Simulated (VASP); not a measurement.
Write the native input for VASP 6.6.1 that does the following.

```yaml
Task: relaxation of shape and atoms at fixed volume
Functional: r2SCAN
Potentials_or_basis: VASP PAW PBE potentials, release 64 (Si, O)
Cutoff: 600 eV
k_mesh: 6 × 6 × 8
Occupations: gaussian, width 0.02 eV
Spin: no spin polarisation
Dipole_correction: no
Further_INCAR_settings: ALGO = Normal; EDIFF = 1e-07; IBRION = 2; EDIFFG = -0.01; NSW = 50; ISIF = 4
```

SiO2:

```
CELL_PARAMETERS angstrom
4.14286 0.00000 0.00000
0.00000 4.14286 0.00000
0.00000 0.00000 2.64199
ATOMIC_POSITIONS crystal
Si 0.00000 0.00000 0.00000
Si 0.50000 0.50000 0.50000
O 0.30610 0.30610 0.00000
O 0.19390 0.80610 0.50000
O 0.69390 0.69390 0.00000
O 0.80610 0.19390 0.50000
```

The input as run:

POSCAR

```
SiO2
1.0
    4.1428610265      0.0000000000      0.0000000000
    0.0000000000      4.1428610265      0.0000000000
    0.0000000000      0.0000000000      2.6419878271
Si O
2 4
Direct
    0.0000000000      0.0000000000      0.0000000000
    0.5000000000      0.5000000000      0.5000000000
    0.3060983512      0.3060983512      0.0000000000
    0.1939016488      0.8060983512      0.5000000000
    0.6939016488      0.6939016488      0.0000000000
    0.8060983512      0.1939016488      0.5000000000
```

INCAR.step1

```
PREC = Accurate
ENCUT = 600
ISMEAR = 0
SIGMA = 0.02
LREAL = False
LASPH = True
NELM = 60
GGA = PE
ALGO = Normal
EDIFF = 1E-4
LWAVE = True
LCHARG = False
```

INCAR.step2

```
PREC = Accurate
ENCUT = 600
EDIFF = 1E-7
ISMEAR = 0
SIGMA = 0.02
LREAL = False
LASPH = True
NELM = 60
ALGO = Normal
ISIF = 4
LWAVE = False
LCHARG = False
METAGGA = R2SCAN
LMIXTAU = True
IBRION = 2
NSW = 50
EDIFFG = -0.01
ISTART = 1
```

KPOINTS

```
Automatic mesh
0
Gamma
  6 6 8
```

Potentials or basis: VASP PAW PBE potentials, release 64 (Si, O).

Run with:

```sh
$ cat potpaw_PBE.64/Si/POTCAR potpaw_PBE.64/O/POTCAR > POTCAR
$ cp INCAR.step1 INCAR
$ mpirun -np 1 vasp_std > vasp.out
$ cp INCAR.step2 INCAR
$ mpirun -np 1 vasp_std > vasp.out
```

Results of the run:

- Energy gained by relaxing: 1.0 meV/atom
- Ionic steps: 5
- Pressure after relaxing: 9.8 GPa
- Band gap on the k mesh: 7.01 eV

Caveat: the PAW data sets were made with another functional, which shifts forces and pressure a little.

It took 4.9 min on 1 thread of Intel(R) Xeon(R) 6975P-C (Granite Rapids) (shared host), peak memory 0.2 GiB.
